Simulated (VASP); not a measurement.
A run of VASP 6.6.1:

Contents of INCAR:

```
PREC     = Accurate       # precision mode
ENCUT    = 600            # plane-wave cutoff, eV
EDIFF    = 1E-6           # SCF threshold, eV
ISMEAR   = -1             # smearing method
SIGMA    = 0.05           # smearing width, eV
LREAL    = False          # projectors in reciprocal space
LASPH    = True           # aspherical terms in the spheres
NELM     = 80             # most SCF steps
ALGO     = Normal         # electronic algorithm
ISIF     = 3              # what is computed and relaxed
LWAVE    = False          # write WAVECAR
LCHARG   = False          # write CHGCAR
GGA      = PE             # functional
IBRION   = 2              # ionic algorithm
NSW      = 60             # ionic steps
EDIFFG   = -0.005         # ionic threshold
PSTRESS  = 550.0
```

Contents of KPOINTS:

```
regular mesh
0
Gamma
  17 17 17
```

POSCAR

```
Nb
1.0
    0.0000000000      1.9557933928      1.9557933928
    1.9557933928      0.0000000000      1.9557933928
    1.9557933928      1.9557933928      0.0000000000
Nb
1
Direct
    0.0000000000      0.0000000000      0.0000000000
```

Potentials or basis: VASP PAW PBE potentials, release 64 (Nb_sv).

Launch:

```sh
$ cat potpaw_PBE.64/Nb_sv/POTCAR > POTCAR
$ mpirun -np 1 vasp_std > vasp.out
```

Hardware: 1 thread of Intel(R) Xeon(R) 6975P-C (Granite Rapids), on a shared host.

How long does it take, and how much memory?

It took 22 s on 1 thread of Intel(R) Xeon(R) 6975P-C (Granite Rapids), on a shared host, peak memory 0.17 GiB. Counts: scf iterations 26, k points 165, ion steps 3.
